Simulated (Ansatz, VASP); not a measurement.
## W: VASP beside Ansatz

```
CELL_PARAMETERS angstrom
0.00000 2.85339 2.85339
2.85339 0.00000 2.85339
2.85339 2.85339 0.00000
ATOMIC_POSITIONS crystal
W 0.12500 0.12500 0.12500
W 0.87500 0.87500 0.87500
```

Alike in both runs: task single point; functional RPBE; k mesh 11 × 11 × 11; occupations fermi-dirac, width 0.1 eV; no spin polarisation.

```csv
,VASP,Ansatz
version,VASP 6.6.1,Ansatz 0.2.0
potentials or method,"VASP PAW PBE potentials, release 64 (W_sv), cutoff 520 eV","plane waves (420 eV) with PAW, scalar-relativistic"
valence electrons in the cell,28,28
```

Ansatz gave:

```
pressure (GPa) : 11.2
```

Task: Estimate VASP's values.

Result: Pressure (GPa): 11.9.

VASP's potentials were made for PBE, not for RPBE.

Neither program's run includes spin-orbit coupling.
